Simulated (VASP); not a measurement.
Input of a VASP 6.6.1 run:

Contents of INCAR:

```
SYSTEM = Ru
AGGAC    = 1.0          
AGGAX    = 1.0          
ALDAC    = 0.0          
ALDAX    = 1.0          
ALGO     = Normal         ! electronic algorithm
EDIFF    = 1E-7           ! SCF threshold, eV
ENCUT    = 520            ! plane-wave cutoff, eV
GGA      = B5             ! functional
ISIF     = 2              ! what is computed and relaxed
ISMEAR   = -1             ! smearing method
LASPH    = .True.         ! aspherical terms in the spheres
LCHARG   = .False.        ! write CHGCAR
LREAL    = .False.        ! projectors in reciprocal space
LWAVE    = .False.        ! write WAVECAR
NBANDS   = 13             ! bands
NELM     = 100            ! most SCF steps
PREC     = Accurate       ! precision mode
SIGMA    = 0.1            ! smearing width, eV
```

File KPOINTS:

```
k-points
0
Gamma
  16 16 16
  0 0 0
```

The input POSCAR:

```
Ru
1.0
   -1.5927298198      1.5927298198      1.5927298198
    1.5927298198     -1.5927298198      1.5927298198
    1.5927298198      1.5927298198     -1.5927298198
Ru
1
Direct
    0.0000000000      0.0000000000      0.0000000000
```

Potentials or basis: VASP PAW PBE potentials, release 64 (Ru_pv).

Launch:

```sh
$ cat potpaw_PBE.64/Ru_pv/POTCAR > POTCAR
$ mpirun -np 1 vasp_std > vasp.out
```

Estimate the pressure.

-14.6 GPa.

Estimate the band gap on the k mesh.

zero (band 7 reaches 11.97 eV, above the bottom of band 8 at 9.26 eV).

Caveat: the PAW data sets were made with another functional, which shifts forces and pressure a little.
